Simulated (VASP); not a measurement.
# HfO2 (P4_2/mnm) in VASP: settings compared

HfO2 is run at these levels: PBE, PBE+U; tasks: single point.

All numbers are computed with VASP 6.6.1; they aren't measurements. Logs are shortened: lines on timing, memory, paths and dates and some standing lists are left out, and cuts for length are marked.

### Step 1. The cell of the first run

It takes space group P4_2/mnm (No. 136, tetragonal). The conventional cell has a = 4.908 Å, b = 4.908 Å, c = 3.268 Å, α = 90.00°, β = 90.00°, γ = 90.00°. Within 2.8 Å of Hf (site symmetry mmm) lie 6 O at 2.12 Å. Within 2.8 Å of O (site symmetry m2m) lie 3 Hf at 2.12 Å and 1 O at 2.71 Å.

### Step 2. Single point, PBE (volume scaled by 1.06)

INCAR

```
PREC = Accurate
ENCUT = 520
EDIFF = 1E-6
ISMEAR = -1
SIGMA = 0.05
LREAL = False
LASPH = True
NELM = 100
ALGO = Normal
ISIF = 2
LWAVE = False
LCHARG = False
GGA = PE
NBANDS = 31
```

KPOINTS

```
Automatic mesh
0
Gamma
  6 6 8
```

POSCAR

```
HfO2
1.0
    4.9079399578      0.0000000000      0.0000000000
    0.0000000000      4.9079399578      0.0000000000
    0.0000000000      0.0000000000      3.2682826532
Hf O
2 4
Direct
    0.5000000000      0.5000000000      0.5000000000
    0.0000000000      0.0000000000      0.0000000000
    0.8050448800      0.1949551200      0.5000000000
    0.6949551200      0.6949551200      0.0000000000
    0.3050448800      0.3050448800      0.0000000000
    0.1949551200      0.8050448800      0.5000000000
```

Potentials or basis: VASP PAW PBE potentials, release 64 (Hf_pv, O).

On the command line:

```
$ cat potpaw_PBE.64/Hf_pv/POTCAR potpaw_PBE.64/O/POTCAR > POTCAR
$ mpirun -np 1 vasp_std > vasp.out
```

OUTCAR:

```text
PREC = Accurate
   ENCUT = 520
   EDIFF = 1E-6
   ISMEAR = -1
   LREAL = False
   LASPH = True
   NELM = 100
   ISIF = 2
   GGA = PE

 ion  position               nearest neighbor table
   1  0.500  0.500  0.500-   3 2.12   6 2.12   5 2.12   4 2.12   4 2.12   5 2.12   2 3.84   2 3.84
                             2 3.84   2 3.84   2 3.84   2 3.84   2 3.84   2 3.84
   2  0.000  0.000  0.000-   4 2.12   5 2.12   3 2.12   6 2.12   3 2.12   6 2.12   1 3.84   1 3.84
                             1 3.84   1 3.84   1 3.84   1 3.84   1 3.84   1 3.84
   3  0.805  0.195  0.500-   1 2.12   2 2.12   2 2.12
   4  0.695  0.695  0.000-   2 2.12   1 2.12   1 2.12
   5  0.305  0.305  0.000-   2 2.12   1 2.12   1 2.12
   6  0.195  0.805  0.500-   1 2.12   2 2.12   2 2.12

  LATTYP: Found a simple tetragonal cell.
 ALAT       =     4.9079399578
 C/A-ratio  =     0.6659174076

  Lattice vectors:

 A1 = (   4.9079399578,   0.0000000000,   0.0000000000)
 A2 = (   0.0000000000,   4.9079399578,   0.0000000000)
 A3 = (   0.0000000000,   0.0000000000,   3.2682826532)

Analysis of symmetry for initial positions (statically):
=====================================================================
 Subroutine PRICEL returns:
 Original cell was already a primitive cell.

 Routine SETGRP: Setting up the symmetry group for a
 simple tetragonal supercell.

 Subroutine GETGRP returns: Found 16 space group operations
 (whereof  8 operations were pure point group operations)
 out of a pool of 16 trial point group operations.

The static configuration has the point symmetry D_2h.
 The point group associated with its full space group is D_4h.

Analysis of symmetry for dynamics (positions and initial velocities):
=====================================================================
 Subroutine PRICEL returns:
 Original cell was already a primitive cell.

 Routine SETGRP: Setting up the symmetry group for a
 simple tetragonal supercell.

 Subroutine GETGRP returns: Found 16 space group operations
 (whereof  8 operations were pure point group operations)
 out of a pool of 16 trial point group operations.

The dynamic configuration has the point symmetry D_2h.
 The point group associated with its full space group is D_4h.

 Subroutine INISYM returns: Found 16 space group operations
 (whereof  8 operations are pure point group operations),
 and found     1 'primitive' translations

----------------------------------------------------------------------------------------

                                     Primitive cell

  volume of cell :      78.7260

  direct lattice vectors                    reciprocal lattice vectors
     4.907939958  0.000000000  0.000000000     0.203751474  0.000000000  0.000000000
     0.000000000  4.907939958  0.000000000     0.000000000  0.203751474  0.000000000
     0.000000000  0.000000000  3.268282653     0.000000000  0.000000000  0.305971088

  length of vectors
     4.907939958  4.907939958  3.268282653     0.203751474  0.203751474  0.305971088

  position of ions in fractional coordinates (direct lattice)
     0.500000000  0.500000000  0.500000000
     0.000000000  0.000000000  0.000000000
     0.805044880  0.194955120  0.500000000
     0.694955120  0.694955120  0.000000000
     0.305044880  0.305044880  0.000000000
     0.194955120  0.805044880  0.500000000

  ion indices of the primitive-cell ions
   primitive index   ion index
                 1           1
                 2           2
                 3           3
                 4           4
                 5           5
                 6           6

----------------------------------------------------------------------------------------

 KPOINTS: Automatic mesh

Automatic generation of k-mesh.
 Grid dimensions read from file:
 generate k-points for:    6    6    8

 Generating k-lattice:

  Cartesian coordinates                     Fractional coordinates (reciprocal lattice)
     0.033958579  0.000000000  0.000000000     0.166666667  0.000000000  0.000000000
[... 58 lines left out ...]

 k-point     2 :       0.1667    0.0000    0.0000
  band No.  band energies     occupation
      1     -27.6527      2.00000
      2     -27.6516      2.00000
      3     -27.4449      2.00000
      4     -27.4437      2.00000
      5     -27.3205      2.00000
      6     -27.2803      2.00000
[... 23 lines left out ...]
     30       9.9800      0.00000
     31      11.9847      0.00000

 k-point     3 :       0.3333    0.0000    0.0000
  band No.  band energies     occupation
      1     -27.6225      2.00000
      2     -27.6198      2.00000
      3     -27.4804      2.00000
      4     -27.4775      2.00000
      5     -27.3120      2.00000
      6     -27.2888      2.00000
[... 23 lines left out ...]
     30      10.4593      0.00000
     31      11.5422      0.00000

 k-point     4 :       0.5000    0.0000    0.0000
  band No.  band energies     occupation
      1     -27.5978      2.00000
      2     -27.5978      2.00000
      3     -27.5041      2.00000
      4     -27.5041      2.00000
      5     -27.3004      2.00000
      6     -27.3004      2.00000
[... 23 lines left out ...]
     30      10.1369      0.00000
     31      11.8037      0.00000

 k-point     5 :       0.1667    0.1667    0.0000
  band No.  band energies     occupation
      1     -27.6679      2.00000
      2     -27.6184      2.00000
      3     -27.4810      2.00000
      4     -27.4281      2.00000
      5     -27.3178      2.00000
      6     -27.2830      2.00000
[... 23 lines left out ...]
     30      10.3781      0.00000
     31      12.0755      0.00000
[... 542 lines left out ...]
     30      10.6970      0.00000
     31      11.6859      0.00000

 k-point    22 :       0.1667    0.0000    0.2500
  band No.  band energies     occupation
      1     -27.6047      2.00000
      2     -27.5841      2.00000
      3     -27.5502      2.00000
      4     -27.5487      2.00000
      5     -27.4348      2.00000
      6     -27.4287      2.00000
[... 23 lines left out ...]
     30      10.8225      0.00000
     31      11.3891      0.00000

 k-point    23 :       0.3333    0.0000    0.2500
  band No.  band energies     occupation
      1     -27.6119      2.00000
      2     -27.5844      2.00000
      3     -27.5532      2.00000
      4     -27.5279      2.00000
      5     -27.4445      2.00000
      6     -27.4322      2.00000
[... 23 lines left out ...]
     30      10.6071      0.00000
     31      11.2449      0.00000

 k-point    24 :       0.5000    0.0000    0.2500
  band No.  band energies     occupation
      1     -27.6032      2.00000
      2     -27.6032      2.00000
      3     -27.5330      2.00000
      4     -27.5330      2.00000
      5     -27.4416      2.00000
      6     -27.4416      2.00000
[... 23 lines left out ...]
     30       9.8976      0.00000
     31      11.7554      0.00000

 [... further k-points ...]
[... 5 lines left out ...]
  --------------------------------------------------------------------------------------
  -------------------------------------------------------------------------------------
  Total       -2.9758426     -2.9758426     -4.4161287     -0.0000000      0.0000000      0.0000000
  in kB      -60.5623116    -60.5623116    -89.8740301     -0.0000000      0.0000000      0.0000000
  external PRESSURE =     -70.3328844 kB  Pullay stress =       0.0000000 kB

 VOLUME and BASIS-vectors are now :
 -----------------------------------------------------------------------------
  energy-cutoff  :      520.00
  volume of cell :       78.73
      direct lattice vectors                 reciprocal lattice vectors
     4.907939958  0.000000000  0.000000000     0.203751474  0.000000000  0.000000000
     0.000000000  4.907939958  0.000000000     0.000000000  0.203751474  0.000000000
     0.000000000  0.000000000  3.268282653     0.000000000  0.000000000  0.305971088

 POSITION                                       TOTAL-FORCE (eV/Angst)
 -----------------------------------------------------------------------------------
      2.45397      2.45397      1.63414         0.000000      0.000000      0.000000
      0.00000      0.00000      0.00000         0.000000      0.000000      0.000000
      3.95111      0.95683      1.63414         0.104482     -0.104482     -0.000000
      3.41080      3.41080      0.00000        -0.104482     -0.104482     -0.000000
      1.49714      1.49714      0.00000         0.104482      0.104482      0.000000
      0.95683      3.95111      1.63414        -0.104482      0.104482      0.000000
 -----------------------------------------------------------------------------------
    total drift:                                0.000000      0.000000     -0.000000

  FREE ENERGIE OF THE ION-ELECTRON SYSTEM (eV)
  ---------------------------------------------------
  free  energy   TOTEN  =       -60.8356263256 eV

  energy  without entropy=      -60.8356263256  energy(sigma->0) =      -60.83562633
```

Wall time 38 s (1 thread of Intel Xeon 6975P-C (Granite Rapids), shared host); peak memory 0.24 GiB.

Results:

* Free energy: -60.8356 eV
* Pressure: -7.0 GPa
* Largest force: 0.148 eV/Å
* Band gap on the k mesh: 3.76 eV, direct

Forces in eV/Å, atoms in the order of the input:
```
Hf   0.000  0.000  0.000
Hf   0.000  0.000  0.000
O    0.104 -0.104  0.000
O   -0.104 -0.104  0.000
O    0.104  0.104  0.000
O   -0.104  0.104  0.000
```

Stress tensor (GPa, compression positive):
```
-6.06  0.00  0.00
 0.00 -6.06  0.00
 0.00  0.00 -8.99
```

Levels at points of the mesh, in eV from the valence-band top:
| k point | band 18 | band 19 | band 20 | band 21 | band 22 | band 23 | band 24 | band 25 | band 26 | band 27 |
| --- | --- | --- | --- | --- | --- | --- | --- | --- | --- | --- |
| (0.00, 0.00, 0.00) | -1.64 | -0.77 | -0.50 | -0.50 | 0.00 | 3.76 | 3.94 | 4.95 | 5.29 | 5.29 |
| (0.50, 0.00, 0.00) | -2.64 | -1.45 | -1.45 | -0.62 | -0.62 | 4.37 | 4.37 | 5.85 | 5.85 | 6.11 |
| (0.50, 0.50, 0.00) | -1.65 | -1.16 | -1.16 | -0.87 | -0.87 | 3.99 | 3.99 | 5.34 | 5.34 | 6.25 |
| (0.00, 0.00, 0.50) | -2.06 | -1.95 | -1.95 | -0.98 | -0.98 | 5.30 | 5.30 | 5.75 | 5.75 | 5.77 |
| (0.50, 0.00, 0.50) | -1.77 | -1.70 | -1.70 | -0.88 | -0.88 | 4.01 | 4.01 | 5.97 | 5.97 | 6.50 |
| (0.50, 0.50, 0.50) | -2.03 | -1.02 | -1.02 | -0.53 | -0.53 | 4.88 | 4.88 | 5.55 | 5.55 | 6.06 |

Caveat: the cell differs from its parent crystal (volume scaled by 1.06); spin-orbit coupling is left out, which moves the levels of the heavy elements.

### Step 3. Single point, PBE+U

This run uses another cell than the first one, of 12.38 Å³/atom, 0.943 times its volume.

Edit INCAR of step 2 so:

```diff
@@ -7,3 +7,3 @@
 LASPH = True
-NELM = 100
+NELM = 150
 ALGO = Normal
@@ -12,2 +12,9 @@
 LCHARG = False
+LMAXMIX = 4
+LDAU = True
+LDAUTYPE = 2
+LDAUL = 2 -1
+LDAUU = 6 0
+LDAUJ = 0 0
+LDAUPRINT = 1
 GGA = PE
```

KPOINTS

```
regular mesh
0
Gamma
  5 5 6
```

Edit POSCAR of step 2 so:

```diff
@@ -2,5 +2,5 @@
 1.0
-    4.9079399578      0.0000000000      0.0000000000
-    0.0000000000      4.9079399578      0.0000000000
-    0.0000000000      0.0000000000      3.2682826532
+    4.8135329900      0.0000000000      0.0000000000
+    0.0000000000      4.8135329900      0.0000000000
+    0.0000000000      0.0000000000      3.2054154100
 Hf O
```

Potentials or basis: VASP PAW PBE potentials, release 64 (Hf_pv, O).

On the command line:

```
$ cat potpaw_PBE.64/Hf_pv/POTCAR potpaw_PBE.64/O/POTCAR > POTCAR
$ mpirun -np 1 vasp_std > vasp.out
```

Run time: 36 s. Hardware: 1 thread of Intel Xeon Platinum 8375C at 2.90GHz (Ice Lake), shared host; peak memory 0.2 GiB.

The run converged. Its results:

```yaml
Free_energy: -53.9511 eV
Pressure: 21.0 GPa
Largest_force: 0.196 eV/Å
Band_gap_on_the_k_mesh: 4.82 eV, direct
```

Forces in eV/Å, atoms in the order of the input:
```
Hf   0.000  0.000  0.000
Hf   0.000  0.000  0.000
O   -0.138  0.138  0.000
O    0.138  0.138  0.000
O   -0.138 -0.138  0.000
O    0.138 -0.138  0.000
```

Stress tensor (GPa, compression positive):
```
18.48  0.00  0.00
 0.00 18.48  0.00
 0.00  0.00 26.17
```

Levels at points of the mesh, in eV from the valence-band top:
```csv
k point,band 20,band 21,band 22,band 23,band 24,band 25
"(0.00, 0.00, 0.00)",-0.56,-0.56,0.00,4.82,4.84,6.69
"(0.00, 0.00, 0.50)",-2.02,-1.02,-1.02,6.77,6.77,7.01
```

Eigenvalues of the final occupation matrices:
```csv
site,spin,trace,eigenvalues
site 1 d,1,0.65,0.06 0.07 0.07 0.22 0.22
site 1 d,2,0.65,0.06 0.07 0.07 0.22 0.22
site 2 d,1,0.65,0.06 0.07 0.07 0.22 0.22
site 2 d,2,0.65,0.06 0.07 0.07 0.22 0.22
```

Caveat: spin-orbit coupling is left out, which moves the levels of the heavy elements. A k mesh can miss the band edges.

### Step 4. Single point, PBE+U

This run uses another cell than the first one, of 12.38 Å³/atom, 0.943 times its volume.

INCAR

```
SYSTEM = HfO2
ALGO = Normal ; EDIFF = 1E-7
ENCUT = 520 ; GGA = PE
ISIF = 2 ; ISMEAR = -1
LASPH = .TRUE. ; LCHARG = .FALSE.
LDAU = .TRUE. ; LDAUJ = 0 0
LDAUL = 2 -1 ; LDAUPRINT = 1
LDAUTYPE = 2 ; LDAUU = 8 0
LMAXMIX = 4 ; LREAL = .FALSE.
LWAVE = .FALSE. ; NBANDS = 31
NELM = 150 ; PREC = Accurate
SIGMA = 0.05
```

KPOINTS

```
k-points
0
G
  5 5 6
  0 0 0
```

POSCAR is that of step 3.

On the command line:

```
$ cat potpaw_PBE.64/Hf_pv/POTCAR potpaw_PBE.64/O/POTCAR > POTCAR
$ mpirun -np 1 vasp_std > vasp.out
```

Run time: 39 s. Hardware: 1 thread of Intel Xeon Platinum 8375C at 2.90GHz (Ice Lake), shared host; peak memory 0.2 GiB.

The run converged. Its results:

* Free energy: -51.8485 eV
* Pressure: 26.4 GPa
* Largest force: 0.259 eV/Å
* Band gap on the k mesh: 4.91 eV, direct

Forces on the atoms (eV/Å):
```
Hf   0.000  0.000  0.000
Hf   0.000  0.000  0.000
O   -0.183  0.183  0.000
O    0.183  0.183  0.000
O   -0.183 -0.183  0.000
O    0.183 -0.183  0.000
```

Stress tensor (GPa, compression positive):
```
23.03  0.00  0.00
 0.00 23.03  0.00
 0.00  0.00 33.17
```

Levels at points of the mesh, in eV from the valence-band top:
| k point | band 20 | band 21 | band 22 | band 23 | band 24 | band 25 |
| --- | --- | --- | --- | --- | --- | --- |
| (0.00, 0.00, 0.00) | -0.58 | -0.58 | 0.00 | 4.91 | 5.15 | 6.99 |
| (0.00, 0.00, 0.50) | -2.00 | -1.03 | -1.03 | 7.17 | 7.17 | 7.33 |

Eigenvalues of the final occupation matrices:
```
    site  spin  trace               eigenvalues
site 1 d     1   0.62  0.06 0.06 0.07 0.22 0.22
site 1 d     2   0.62  0.06 0.06 0.07 0.22 0.22
site 2 d     1   0.62  0.06 0.06 0.07 0.22 0.22
site 2 d     2   0.62  0.06 0.06 0.07 0.22 0.22
```

Caveat: spin-orbit coupling is left out, which moves the levels of the heavy elements. A k mesh can miss the band edges.

### Step 5. Single point, PBE

This run uses another cell than the first one, of 12.38 Å³/atom, 0.943 times its volume.

INCAR

```
SYSTEM = HfO2
PREC = Accurate
ENCUT = 520
EDIFF = 1E-7
ISMEAR = 0
SIGMA = 0.011
LREAL = .False.
LASPH = .True.
NELM = 100
ALGO = Normal
ISIF = 2
LWAVE = .False.
LCHARG = .False.
GGA = PE
NBANDS = 31
```

KPOINTS

```
regular mesh
0
Gamma
  6 6 8
  0 0 0
```

POSCAR is that of step 4.

On the command line:

```
$ cat potpaw_PBE.64/Hf_pv/POTCAR potpaw_PBE.64/O/POTCAR > POTCAR
$ mpirun -np 1 vasp_std > vasp.out
```

It took 70 s on 1 thread of Intel Xeon Platinum 8375C at 2.90GHz (Ice Lake), shared host; peak memory 0.24 GiB.

Results (log left out):

| Quantity | Value |
| --- | --- |
| Free energy | -60.8591 eV |
| Pressure | 5.6 GPa |
| Largest force | 0.029 eV/Å |
| Band gap on the k mesh | 3.98 eV, direct |

Forces on the atoms (eV/Å):
```
Hf   0.000  0.000  0.000
Hf   0.000  0.000  0.000
O   -0.021  0.021  0.000
O    0.021  0.021  0.000
O   -0.021 -0.021  0.000
O    0.021 -0.021  0.000
```

Stress tensor (GPa, compression positive):
```
5.45 0.00 0.00
0.00 5.45 0.00
0.00 0.00 5.90
```

Levels at points of the mesh, in eV from the valence-band top:
```tsv
k point	band 20	band 21	band 22	band 23	band 24	band 25
(0.00, 0.00, 0.00)	-0.49	-0.49	0.00	3.98	4.16	5.25
(0.50, 0.00, 0.00)	-1.46	-0.67	-0.67	4.65	4.65	6.24
(0.50, 0.50, 0.00)	-1.14	-0.83	-0.83	4.23	4.23	5.68
(0.00, 0.00, 0.50)	-2.06	-0.96	-0.96	5.63	5.63	6.11
(0.50, 0.00, 0.50)	-1.76	-0.93	-0.93	4.20	4.20	6.36
(0.50, 0.50, 0.50)	-1.10	-0.51	-0.51	5.15	5.15	5.89
```

Caveat: spin-orbit coupling is left out, which moves the levels of the heavy elements. A k mesh can miss the band edges.

### Step 6. Single point, PBE

This run uses another cell than the first one, of 12.38 Å³/atom, 0.943 times its volume.

INCAR

```
SYSTEM = HfO2
  ALGO = Normal
  EDIFF = 1E-7
  ENCUT = 520
  GGA = PE
  ISIF = 2
  ISMEAR = 0
  LASPH = .True.
  LCHARG = .False.
  LREAL = .False.
  LWAVE = .False.
  NBANDS = 31
  NELM = 100
  PREC = Accurate
  SIGMA = 0.015
```

KPOINTS

```
k-points
0
Gamma
  6 6 8
  0 0 0
```

POSCAR is that of step 5.

Potentials or basis: VASP PAW PBE potentials, release 64 (Hf_pv, O).

On the command line:

```
$ cat potpaw_PBE.64/Hf_pv/POTCAR potpaw_PBE.64/O/POTCAR > POTCAR
$ mpirun -np 1 vasp_std > vasp.out
```

It took 32 s on 1 thread of Intel Xeon 6975P-C (Granite Rapids), shared host; peak memory 0.23 GiB.

The run converged. Its results:

```
Free energy            : -60.8591 eV
Pressure               : 5.6 GPa
Largest force          : 0.029 eV/Å
Band gap on the k mesh : 3.98 eV, direct
```

Forces in eV/Å, atoms in the order of the input:
```
Hf   0.000  0.000  0.000
Hf   0.000  0.000  0.000
O   -0.021  0.021  0.000
O    0.021  0.021  0.000
O   -0.021 -0.021  0.000
O    0.021 -0.021  0.000
```

Stress tensor (GPa, compression positive):
```
5.45 0.00 0.00
0.00 5.45 0.00
0.00 0.00 5.90
```

Levels at points of the mesh, in eV from the valence-band top:
| k point | band 19 | band 20 | band 21 | band 22 | band 23 | band 24 | band 25 | band 26 |
| --- | --- | --- | --- | --- | --- | --- | --- | --- |
| (0.00, 0.00, 0.00) | -0.75 | -0.49 | -0.49 | 0.00 | 3.98 | 4.16 | 5.25 | 5.61 |
| (0.50, 0.00, 0.00) | -1.46 | -1.46 | -0.67 | -0.67 | 4.65 | 4.65 | 6.24 | 6.24 |
| (0.50, 0.50, 0.00) | -1.14 | -1.14 | -0.83 | -0.83 | 4.23 | 4.23 | 5.68 | 5.68 |
| (0.00, 0.00, 0.50) | -2.06 | -2.06 | -0.96 | -0.96 | 5.63 | 5.63 | 6.11 | 6.11 |
| (0.50, 0.00, 0.50) | -1.76 | -1.76 | -0.93 | -0.93 | 4.20 | 4.20 | 6.36 | 6.36 |
| (0.50, 0.50, 0.50) | -1.10 | -1.10 | -0.51 | -0.51 | 5.15 | 5.15 | 5.89 | 5.89 |

Caveat: spin-orbit coupling is left out, which moves the levels of the heavy elements. A k mesh can miss the band edges.

### Step 7. The runs side by side

```tsv
level	U	cell	k mesh	smearing	gap on the mesh (eV)	pressure (GPa)	largest force (eV/Å)
PBE	-	a = 4.908, b = 4.908, c = 3.268 Å, 6 atoms	6 × 6 × 8	fermi-dirac 0.05 eV	3.76	-7.0	0.15
PBE+U	Hf d U = 6.0 eV	a = 4.814, b = 4.814, c = 3.205 Å, 6 atoms	5 × 5 × 6	fermi-dirac 0.05 eV	4.82	21.0	0.20
PBE+U	Hf d U = 8.0 eV	a = 4.814, b = 4.814, c = 3.205 Å, 6 atoms	5 × 5 × 6	fermi-dirac 0.05 eV	4.91	26.4	0.26
PBE	-	a = 4.814, b = 4.814, c = 3.205 Å, 6 atoms	6 × 6 × 8	gaussian 0.011 eV	3.98	5.6	0.03
PBE	-	a = 4.814, b = 4.814, c = 3.205 Å, 6 atoms	6 × 6 × 8	gaussian 0.015 eV	3.98	5.6	0.03
```

Alike in all rows: task single point; potentials or basis VASP PAW PBE potentials, release 64 (Hf_pv, O); no spin polarisation; cutoff (eV) 520.

Caveats: spin-orbit coupling is left out, which moves the levels of the heavy elements.

Total energies depend on the potentials used, so only differences within one code and one set of settings carry meaning.
